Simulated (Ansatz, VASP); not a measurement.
One calculation of Ta, two programs

Contents of INCAR:

```
SYSTEM = Ta
PREC     = Accurate       ! precision mode
ENCUT    = 520            ! plane-wave cutoff, eV
EDIFF    = 1E-6           ! SCF threshold, eV
ISMEAR   = 1              ! smearing method
SIGMA    = 0.2            ! smearing width, eV
LREAL    = .False.        ! projectors in reciprocal space
LASPH    = .True.         ! aspherical terms in the spheres
NELM     = 60             ! most SCF steps
ALGO     = Fast           ! electronic algorithm
ISIF     = 2              ! what is computed and relaxed
LWAVE    = .False.        ! write WAVECAR
LCHARG   = .False.        ! write CHGCAR
GGA      = RP             ! functional
IVDW     = 12             ! dispersion correction
NBANDS   = 18             ! bands
```

The input KPOINTS:

```
Automatic mesh
0
Gamma
  11 11 5
  0 0 0
```

Contents of POSCAR:

```
Ta
1.0
    2.9003720726      0.0000000000      0.0000000000
   -1.4501860363      2.5117958953      0.0000000000
    0.0000000000      0.0000000000      5.1662740000
Ta
2
Direct
    0.3333333333      0.6666666667      0.2500000000
    0.6666666667      0.3333333333      0.7500000000
```

Contents of input.yaml:

```yaml
crystal:
  lattice:
    - [2.9003720726, 0.0, 0.0]
    - [-1.4501860363, 2.5117958953, 0.0]
    - [0.0, 0.0, 5.166274]
  atoms:
    - { symbol: Ta, position: [0.3333333333, 0.6666666667, 0.25] }
    - { symbol: Ta, position: [0.6666666667, 0.3333333333, 0.75] }
kpoints:
  mp_grid: { grid: [11, 11, 5] }
scf:
  occupations: { method: methfessel_paxton, width: 0.2 }
hamiltonian:
  xc: rpbe
  dispersion: d3bj
  pseudopotentials: { kind: all_electron, lapw: { basis_error: 0.001 } }
output:
  forces: true
  stress: true
  eigenvalues: true
```

Alike in both runs: task single point; functional RPBE; dispersion D3(BJ); k mesh 11 × 11 × 5; occupations methfessel-paxton of order 1, width 0.2 eV; no spin polarisation.

```csv
,VASP,Ansatz
version,VASP 6.6.1,Ansatz 0.2.0
potentials or method,"VASP PAW PBE potentials, release 64 (Ta_pv), cutoff 520 eV","all-electron LAPW, scalar-relativistic"
```

```tsv
	VASP	Ansatz	Ansatz less VASP
gap on the k mesh at the Fermi level (eV)	none	none	-
pressure (GPa)	-38.4	-38.5	-0.01
traceless stress, the component that is largest in VASP (GPa)	-2.35	-2.33	+0.019
```

VASP's potentials were made for PBE, not for RPBE. A gap of «none» marks a metal or a gap that the smearing closes. Both programs put the cell under strong tension, so it lies far from rest at this level. Ansatz ran all-electron here, and VASP with PAW potentials.

Spin-orbit coupling is off throughout. Noted on VASP's run: the cell as given lies far from equilibrium.
